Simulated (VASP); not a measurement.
A run of VASP 6.6.1:

Contents of INCAR:

```
PREC     = Accurate       # precision mode
ENCUT    = 520            # plane-wave cutoff, eV
EDIFF    = 1E-6           # SCF threshold, eV
ISMEAR   = 0              # smearing method
SIGMA    = 0.1            # smearing width, eV
LREAL    = F              # projectors in reciprocal space
LASPH    = T              # aspherical terms in the spheres
NELM     = 100            # most SCF steps
ALGO     = Fast           # electronic algorithm
ISIF     = 2              # what is computed and relaxed
LWAVE    = F              # write WAVECAR
LCHARG   = F              # write CHGCAR
GGA      = PS             # functional
NBANDS   = 12             # bands
```

File KPOINTS:

```
Automatic mesh
0
Gamma
  14 14 14
```

File POSCAR:

```
Y
1.0
    0.0000000000      2.5688005307      2.5688005307
    2.5688005307      0.0000000000      2.5688005307
    2.5688005307      2.5688005307      0.0000000000
Y
1
Direct
    0.0000000000      0.0000000000      0.0000000000
```

Potentials or basis: VASP PAW PBE potentials, release 64 (Y_sv).

Command:

```sh
$ cat potpaw_PBE.64/Y_sv/POTCAR > POTCAR
$ mpirun -np 1 vasp_std > vasp.out
```

Hardware: 1 thread of AMD EPYC 7R43 64-Core Processor (Zen 3) (shared host).

Problem. How long does it take, and how much memory?

Solution. Run time: 110 s on 1 thread of AMD EPYC 7R43 64-Core Processor (Zen 3), on a shared host, peak memory 0.16 GiB. Counts: scf iterations 16, k points 104.
